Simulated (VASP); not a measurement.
Here is a VASP 6.6.1 calculation.

File INCAR:

```
SYSTEM = BaTe
ALGO     = Normal         ! electronic algorithm
EDIFF    = 1E-6           ! SCF threshold, eV
ENCUT    = 500            ! plane-wave cutoff, eV
GGA_COMPAT= .False.      
ISIF     = 2              ! what is computed and relaxed
ISMEAR   = 0              ! smearing method
LASPH    = .True.         ! aspherical terms in the spheres
LCHARG   = .False.        ! write CHGCAR
LREAL    = .False.        ! projectors in reciprocal space
LWAVE    = .False.        ! write WAVECAR
NBANDS   = 15             ! bands
NELM     = 120            ! most SCF steps
PREC     = Accurate       ! precision mode
SIGMA    = 0.05           ! smearing width, eV
```

The input KPOINTS:

```
k-points
0
Gamma
  4 4 4
  0 0 0
```

File POSCAR:

```
BaTe
1.0
    0.0000000000      3.5303156568      3.5303156568
    3.5303156568      0.0000000000      3.5303156568
    3.5303156568      3.5303156568      0.0000000000
Ba Te
1 1
Direct
    0.0000000000      0.0000000000      0.0000000000
    0.5000000000      0.5000000000      0.5000000000
```

Potentials or basis: VASP PAW LDA potentials, release 64 (Ba_sv, Te).

Launch:

```sh
$ cat potpaw_LDA.64/Ba_sv/POTCAR potpaw_LDA.64/Te/POTCAR > POTCAR
$ mpirun -np 1 vasp_std > vasp.out
```

(1) Estimate the band gap on the k mesh.

(2) Predict the pressure.

Answers

(1) 1.44 eV, indirect (least direct gap 1.82 eV).

(2) -2.1 GPa.

Caveat: spin-orbit coupling is left out, which moves the levels of the heavy elements.
